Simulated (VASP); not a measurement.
BP (lda): single point with LDA

The system is BP (lda).

```
B P
1.0
     0.00000    2.31067    2.31067
     2.31067    0.00000    2.31067
     2.31067    2.31067    0.00000
B P
1 1
Direct
  0.00000 0.00000 0.00000
  0.25000 0.25000 0.25000
```

This cell differs from its parent crystal: volume scaled by 1.09.

```
Program                : VASP 6.6.1
Task                   : single point
Functional             : LDA
Potentials or basis    : VASP PAW LDA potentials, release 64 (B, P)
Cutoff                 : 500 eV
k mesh                 : 10 × 10 × 10
Occupations            : gaussian, width 0.02 eV
Spin                   : no spin polarisation
Dipole correction      : no
Further INCAR settings : ALGO = Normal; EDIFF = 1e-06; NBANDS = 11
```

```json
{
 "Pressure": "-12.9 GPa",
 "Band gap on the k mesh": "1.25 eV, indirect (least direct gap 3.30 eV)"
}
```

Levels at points of the mesh, in eV from the valence-band top:
```tsv
k point	band 1	band 2	band 3	band 4	band 5	band 6	band 7	band 8
(0.00, 0.00, 0.00)	-14.92	0.00	0.00	0.00	3.30	3.30	3.30	6.55
(0.50, 0.00, 0.00)	-11.79	-8.63	-1.68	-1.68	3.46	4.64	4.64	9.72
(0.50, 0.50, 0.00)	-10.37	-8.21	-3.91	-3.91	1.39	1.59	11.49	11.49
```

It took 5 s on 1 thread of Intel(R) Xeon(R) 6975P-C (Granite Rapids), on a shared host, peak memory 0.12 GiB.

 A k mesh can miss the band edges.
